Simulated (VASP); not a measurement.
Crystal: B5P.

```
CELL_PARAMETERS angstrom
-2.26322 2.26322 3.23680
2.26322 -2.26322 3.23680
2.26322 2.26322 -3.23680
ATOMIC_POSITIONS crystal
B 0.00000 0.00000 0.00000
B 0.76780 0.76780 0.00000
B 0.23220 0.23220 0.00000
B 0.07493 0.57493 0.50000
B 0.42507 0.92507 0.50000
P 0.75000 0.25000 0.50000
```

The cell was built from a structure type or drawn by symmetry, and may not be a known phase.

| Quantity | Value |
| --- | --- |
| Program | VASP 6.6.1 |
| Task | relaxation of cell and atoms |
| Functional | PBE |
| Potentials or basis | VASP PAW PBE potentials, release 64 (B, P) |
| Cutoff | 500 eV |
| k mesh | 5 × 5 × 5 |
| Occupations | gaussian, width 0.2 eV |
| Spin | no spin polarisation |

At the start: pressure -14.6 GPa; volume 11.05 Å³/atom.

Question: How do energy, volume and symmetry change on relaxing?

Answer: Over 14 steps the energy falls by 603.6 meV/atom and the volume is 8.24 Å³/atom (-25.4 %); space group I-4m2 (No. 119, to 0.1 Å) before and after.

The path:
| step | energy change (eV) | largest force (eV/Å) | pressure (GPa) | volume (Å³) |
| --- | --- | --- | --- | --- |
| 1 | 0.0000 | 3.5981 | -14.64 | 66.32 |
| 2 | -2.2534 | 2.2002 | -19.91 | 56.94 |
| 3 | -3.2469 | 1.4124 | -0.92 | 47.75 |
| 4 | -3.2511 | 1.5344 | -4.26 | 48.55 |
| 5 | -3.2525 | 1.4854 | -2.92 | 48.22 |
| 6 | -3.4120 | 0.7159 | 8.98 | 46.06 |
| 7 | -3.4282 | 0.7044 | 5.85 | 46.52 |
| 8 | -3.5174 | 0.7547 | 0.14 | 48.32 |
| 9 | -3.5204 | 0.7555 | -0.79 | 48.71 |
| 10 | -3.5957 | 0.3138 | -2.15 | 49.54 |
| 11 | -3.6029 | 0.2649 | -2.50 | 49.87 |
| 12 | -3.6167 | 0.1527 | 2.35 | 48.96 |
| 13 | -3.6185 | 0.0897 | 1.09 | 49.18 |
| 14 | -3.6217 | 0.0297 | 0.02 | 49.46 |

Final structure:
```
B P
1.0
    -1.93312    1.93312    3.30908
     1.93312   -1.93312    3.30908
     1.93312    1.93312   -3.30908
B P
5 1
Cartesian
  0.0000 0.0000 6.6182
  1.9331 1.9331 1.5891
  0.0000 0.0000 1.7200
  1.9331 0.0000 0.7992
  1.9331 0.0000 2.5099
  0.0000 1.9331 1.6545
```

Caveat: the volume moved by over 15 % at a fixed basis, so the end points are rough.
